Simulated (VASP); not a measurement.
Wanted: the native input for a VASP 6.6.1 run.

| Quantity | Value |
| --- | --- |
| Task | single point |
| Functional | PBE |
| Potentials or basis | VASP PAW PBE potentials, release 64 (Ti_sv, O) |
| Cutoff | 520 eV |
| k mesh | 6 × 6 × 10 |
| Occupations | gaussian, width 0.05 eV |
| Spin | no spin polarisation |
| Hubbard terms | Ti d U = 4.0 eV |
| Dipole correction | no |
| Further INCAR settings | ALGO = Normal; EDIFF = 1e-06; NBANDS = 33 |

The structure of TiO2 lies in POSCAR:

```
TiO2
1.0
    5.0116130050      0.0000000000      0.0000000000
    0.0000000000      5.0116130050      0.0000000000
    0.0000000000      0.0000000000      2.7658729780
Ti O
2 4
Direct
    0.0000000000      0.0000000000      0.0000000000
    0.5000000000      0.5000000000      0.5000000000
    0.3056475955      0.3056475955      0.0000000000
    0.1943524045      0.8056475955      0.5000000000
    0.6943524045      0.6943524045      0.0000000000
    0.8056475955      0.1943524045      0.5000000000
```

This cell differs from its parent crystal: strain +0.080 along x and y, -0.080 along z.

One way to write it, as run:

INCAR

```
SYSTEM = TiO2
PREC     = Accurate       ! precision mode
ENCUT    = 520            ! plane-wave cutoff, eV
EDIFF    = 1E-6           ! SCF threshold, eV
ISMEAR   = 0              ! smearing method
SIGMA    = 0.05           ! smearing width, eV
LREAL    = .FALSE.        ! projectors in reciprocal space
LASPH    = .TRUE.         ! aspherical terms in the spheres
NELM     = 150            ! most SCF steps
ALGO     = Normal         ! electronic algorithm
ISIF     = 2              ! what is computed and relaxed
LWAVE    = .FALSE.        ! write WAVECAR
LCHARG   = .TRUE.         ! write CHGCAR
LMAXMIX  = 4              ! l up to which the mixer works
LDAU     = .TRUE.         ! DFT+U
LDAUTYPE = 2            
LDAUL    = 2 -1           ! shell
LDAUU    = 4 0            ! U, eV
LDAUJ    = 0 0          
LDAUPRINT= 1            
GGA      = PE             ! functional
LELF     = .TRUE.         ! ELF
LVHAR    = .TRUE.       
NBANDS   = 33             ! bands
```

KPOINTS

```
Automatic mesh
0
G
  6 6 10
  0 0 0
```

Potentials or basis: VASP PAW PBE potentials, release 64 (Ti_sv, O).

Run with:

```sh
$ cat potpaw_PBE.64/Ti_sv/POTCAR potpaw_PBE.64/O/POTCAR > POTCAR
$ mpirun -np 1 vasp_std > vasp.out
```

Results of the run:

The pressure is -2.0 GPa. The largest force is 0.330 eV/Å and the band gap on the k mesh is 2.13 eV, indirect (least direct gap 2.17 eV).

Caveat: the cell differs from its parent crystal (strain +0.080 along x and y, -0.080 along z).

Wall time 4.3 min on 1 thread of AMD EPYC 7R13, with other jobs on the host, peak memory 0.23 GiB.
